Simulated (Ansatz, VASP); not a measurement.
**Ta: VASP beside Ansatz**

Contents of INCAR:

```
SYSTEM = Ta
ALGO     = Fast           ! electronic algorithm
EDIFF    = 1E-6           ! SCF threshold, eV
EDIFFG   = -0.01          ! ionic threshold
ENCUT    = 600            ! plane-wave cutoff, eV
GGA      = PS             ! functional
IBRION   = 2              ! ionic algorithm
ISIF     = 3              ! what is computed and relaxed
ISMEAR   = 0              ! smearing method
LASPH    = .TRUE.         ! aspherical terms in the spheres
LCHARG   = .FALSE.        ! write CHGCAR
LREAL    = .FALSE.        ! projectors in reciprocal space
LWAVE    = .FALSE.        ! write WAVECAR
NELM     = 100            ! most SCF steps
NSW      = 100            ! ionic steps
PREC     = Accurate       ! precision mode
SIGMA    = 0.15           ! smearing width, eV
```

Contents of KPOINTS:

```
k-points
0
G
  12 12 8
  0 0 0
```

The input POSCAR:

```
Ta
1.0
    2.8669354486      0.0000000000      0.0000000000
   -1.4334677243      2.4828389295      0.0000000000
    0.0000000000      0.0000000000      5.0914149207
Ta
2
Direct
    0.5410003387      0.2543800283      0.7510403075
    0.4589996613      0.7456199717      0.2489596925
```

Input for Ansatz:

```yaml
crystal:
  lattice:
    - [2.8669354486, 0.0, 0.0]
    - [-1.4334677243, 2.4828389295, 0.0]
    - [0.0, 0.0, 5.0914149207]
  atoms:
    - { symbol: Ta, position: [0.5410003387, 0.2543800283, 0.7510403075] }
    - { symbol: Ta, position: [0.4589996613, 0.7456199717, 0.2489596925] }
basis:
  ecutwfc: 420
kpoints:
  mp_grid: { grid: [12, 12, 8] }
hamiltonian:
  xc: pbesol
scf:
  occupations: { method: gaussian, width: 0.15 }
output:
  forces: true
  stress: true
  eigenvalues: true
relax:
  adjacent_minimum: "off"
  f_tol: 0.01
  max_steps: 80
  cell: { stress_tol: 0.1 }
```

Change from the starting cell: all atoms moved at random, sigma 0.25 Å a component; relaxed back.

Alike in both runs: task relaxation of cell and atoms; functional PBEsol; k mesh 12 × 12 × 8; occupations gaussian, width 0.15 eV; no spin polarisation.

|  | VASP | Ansatz |
| --- | --- | --- |
| version | VASP 6.6.1 | Ansatz 0.2.0 |
| potentials or method | VASP PAW PBE potentials, release 64 (Ta_pv), cutoff 600 eV | scalar-relativistic, plane waves, PAW |
| valence electrons in the cell | 22 | 26 |

```csv
,VASP,Ansatz,Ansatz less VASP
"gap on the k mesh at the Fermi level, each at its own relaxed structure (eV)",none,none,-
relaxed volume (Å³/atom),17.65,17.63,-0.019
relaxed length of the cell vector where the two differ most in proportion (Å),4.643,4.641,-0.0024
```

VASP's potentials were made for PBE, not for PBEsol. A gap of «none» marks a metal or a gap that the smearing closes. VASP's potentials hold 22 valence electrons a cell and Ansatz's 26, so a difference there can come from the potentials and not from the codes.

Spin-orbit coupling is off throughout.
